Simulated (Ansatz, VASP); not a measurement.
# One calculation of LiF, two programs

The input POSCAR:

```
LiF
1.0
    0.0000000000      2.0140000000      2.0140000000
    2.0140000000      0.0000000000      2.0140000000
    2.0140000000      2.0140000000      0.0000000000
Li F
1 1
Direct
    0.0000000000      0.0000000000      0.0000000000
    0.5000000000      0.5000000000      0.5000000000
```

The input INCAR.step1:

```
PREC = Accurate
ENCUT = 600
ISMEAR = 0
SIGMA = 0.01
LREAL = F
LASPH = T
NELM = 100
GGA = PE
ALGO = Normal
EDIFF = 1E-4
LWAVE = T
LCHARG = F
```

File INCAR.step2:

```
PREC = Accurate
ENCUT = 600
EDIFF = 1E-7
ISMEAR = 0
SIGMA = 0.01
LREAL = F
LASPH = T
NELM = 100
ALGO = Normal
ISIF = 3
LWAVE = F
LCHARG = F
METAGGA = R2SCAN
LMIXTAU = T
IVDW = 13
VDW_S6 = 1.0
VDW_S8 = 0.6018749
VDW_A1 = 0.51559235
VDW_A2 = 5.77342911
IBRION = 2
NSW = 50
EDIFFG = -0.01
ISTART = 1
```

The input KPOINTS:

```
Automatic mesh
0
Gamma
  7 7 7
```

Input for Ansatz:

```yaml
crystal:
  lattice:
    - [0.0, 2.014, 2.014]
    - [2.014, 0.0, 2.014]
    - [2.014, 2.014, 0.0]
  atoms:
    - { symbol: Li, position: [0.0, 0.0, 0.0] }
    - { symbol: F, position: [0.5, 0.5, 0.5] }
basis:
  ecutwfc: 517.016338673772
kpoints:
  mp_grid:
    grid: [7, 7, 7]
hamiltonian:
  xc: r2scan
  dispersion: d4
scf:
  max_iter: 60
  occupations:
    method: fixed
relax:
  max_steps: 30
  cell: {}
```

Alike in both runs: task relaxation of cell and atoms; functional r2SCAN; dispersion D4; k mesh 7 × 7 × 7; no spin polarisation.

|  | VASP | Ansatz |
| --- | --- | --- |
| version | VASP 6.6.1 | Ansatz 0.2.0 |
| potentials or method | VASP PAW PBE potentials, release 64 (Li_sv, F), cutoff 600 eV | plane waves, PAW |
| occupations | gaussian, width 0.01 eV | fixed |
| valence electrons in the cell | 10 | 10 |

|  | VASP | Ansatz | Ansatz less VASP |
| --- | --- | --- | --- |
| relaxed volume (Å³/atom) | 7.79 | 7.88 | +0.091 |
| relaxed cell length with the largest relative difference (Å) | 2.804 | 2.815 | +0.0109 |

VASP's potentials were made for PBE, not for r2SCAN.

Noted on VASP's run: the cutoff is short for stress, so the pressure is rough.
